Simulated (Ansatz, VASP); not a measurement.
Al36N37: VASP beside Ansatz

```xyz
73
Lattice="9.3906 0.0000 0.0000 -4.6953 8.1325 0.0000 0.0000 0.0000 10.0361" Properties=species:S:1:pos:R:3 pbc="T T T"
Al    1.5725    0.9079    2.5264
Al    1.5750    0.9093    7.4756
Al    0.0000    3.6660    2.5370
Al    0.0000    3.6104    7.5303
Al   -1.5204    6.2995    2.5370
Al   -1.5686    6.3273    7.5303
Al    4.6953    0.8992    2.5009
Al    4.6953    0.9086    7.5258
Al    3.1264    3.6167    2.5009
Al    3.1345    3.6120    7.5258
Al    1.5204    6.2995    2.5370
Al    1.5686    6.3273    7.5303
Al    7.8181    0.9079    2.5264
Al    7.8156    0.9093    7.4756
Al    6.2643    3.6167    2.5009
Al    6.2561    3.6120    7.5258
Al    4.6953    6.3168    2.5264
Al    4.6953    6.3138    7.4756
Al    0.0000    1.8145    5.0049
Al    0.0000    1.7950   10.0168
Al   -1.5685    4.5161    5.0367
Al   -1.5652    4.5180   10.0319
Al   -3.1239    7.2252    5.0049
Al   -3.1408    7.2350   10.0168
Al    3.1383    1.8119    5.0065
Al    3.1458    1.8162   10.0283
Al    1.5685    4.5161    5.0367
Al    1.5652    4.5180   10.0319
Al    0.0000    7.2328    5.0367
Al    0.0000    7.2290   10.0319
Al    6.2524    1.8119    5.0065
Al    6.2448    1.8162   10.0283
Al    4.6953    4.5088    5.0065
Al    4.6953    4.5000   10.0283
Al    3.1239    7.2252    5.0049
Al    3.1408    7.2350   10.0168
N     1.5693    0.9060    4.4370
N     1.6315    0.9419    9.3665
N     0.0000    3.6311    4.4474
N     0.0000    3.6115    9.4493
N    -1.5507    6.3170    4.4474
N    -1.5677    6.3268    9.4493
N     4.6953    0.8987    4.4168
N     4.6953    0.9044    9.4450
N     3.1260    3.6169    4.4168
N     3.1309    3.6141    9.4450
N     1.5507    6.3170    4.4474
N     1.5677    6.3268    9.4493
N     7.8214    0.9060    4.4370
N     7.7592    0.9419    9.3665
N     6.2647    3.6169    4.4168
N     6.2598    3.6141    9.4450
N     4.6953    6.3205    4.4370
N     4.6953    6.2487    9.3665
N     0.0000    1.8815    2.0027
N     0.0000    1.8116    6.9177
N    -1.5624    4.5196    1.9183
N    -1.5679    4.5164    6.9495
N    -3.0659    7.1918    2.0027
N    -3.1264    7.2267    6.9177
N     3.1288    1.8064    1.9129
N     3.1435    1.8149    6.9136
N     1.5624    4.5196    1.9183
N     1.5679    4.5164    6.9495
N     0.0000    7.2258    1.9183
N     0.0000    7.2321    6.9495
N     6.2618    1.8064    1.9129
N     6.2471    1.8149    6.9136
N     4.6953    4.5196    1.9129
N     4.6953    4.5027    6.9136
N     3.0659    7.1918    2.0027
N     3.1264    7.2267    6.9177
N     0.0000    0.0000    0.7976
```

Alike in both runs: functional PBE; k mesh 1 × 1 × 1; occupations gaussian, width 0.01 eV; collinear spin.

Ansatz relaxed the structure, and its values are those at the end. VASP's run is a single point on that final structure, the one shown.

|  | VASP | Ansatz |
| --- | --- | --- |
| version | VASP 6.6.1 | Ansatz 0.2.0 |
| potentials or method | VASP PAW PBE potentials, release 64 (Al, N), cutoff 520 eV | scalar-relativistic, plane waves, PAW |
| valence electrons in the cell | 293 | 293 |

Ansatz gave:

| Quantity | Value |
| --- | --- |
| gap on the k mesh at the Fermi level (eV) | 1.28 |
| least direct gap on the mesh (eV) | 1.28 |
| rms of the force components (eV/Å) | 0.003 |
| net moment per atom (μB) | 0.04 |
| size of the moment on the site where the two differ most (μB) | 1.34 |

Task: What did VASP give for the same quantities?

Result: gap on the k mesh at the Fermi level (eV): 1.28; least direct gap on the mesh (eV): 1.28; rms of the force components (eV/Å): 0.003; net moment per atom (μB): 0.04; size of the moment on the site where the two differ most (μB): 1.22.

Site moments also hang on the region over which each program counts them.
